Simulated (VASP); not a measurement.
Set up this calculation in VASP 6.6.1, as the native input.

```yaml
Task: single point
Functional: PBE
Potentials_or_basis: VASP PAW PBE potentials, release 64 (Ru_pv)
Cutoff: 520 eV
k_mesh: 24 × 24 × 24
Occupations: gaussian, width 0.15 eV
Spin: no spin polarisation
Dipole_correction: no
Further_INCAR_settings: ALGO = Fast; EDIFF = 1e-06; NBANDS = 13
```

The structure of Ru lies in POSCAR:

```
Ru
1.0
    0.0000000000      1.6729065900      2.5093598850
    1.6729065900      0.0000000000      2.5093598850
    1.6729065900      1.6729065900      0.0000000000
Ru
1
Direct
    0.0000000000      0.0000000000      0.0000000000
```

This cell differs from its parent crystal: ratio of the length along z to the lengths across it x 1.5, volume and fractional coordinates fixed.

The input as run:

INCAR

```
ALGO = Fast
EDIFF = 1E-6
ENCUT = 520
GGA = PE
ISIF = 2
ISMEAR = 0
LASPH = True
LCHARG = False
LREAL = False
LWAVE = False
NBANDS = 13
NELM = 80
PREC = Accurate
SIGMA = 0.15
```

KPOINTS

```
k-points
0
Gamma
  24 24 24
```

Potentials or basis: VASP PAW PBE potentials, release 64 (Ru_pv).

Launch:

```console
$ cat potpaw_PBE.64/Ru_pv/POTCAR > POTCAR
$ mpirun -np 1 vasp_std > vasp.out
```

It gave:

| Item | Value |
| --- | --- |
| Pressure | 27.3 GPa |
| Band gap on the k mesh | zero (bands 7 and 8 overlap by 3.08 eV) |

Caveat: the cell stands under pressure.

It took 2.8 min on 1 thread of Intel Xeon 8259CL (shared host), peak memory 0.29 GiB.
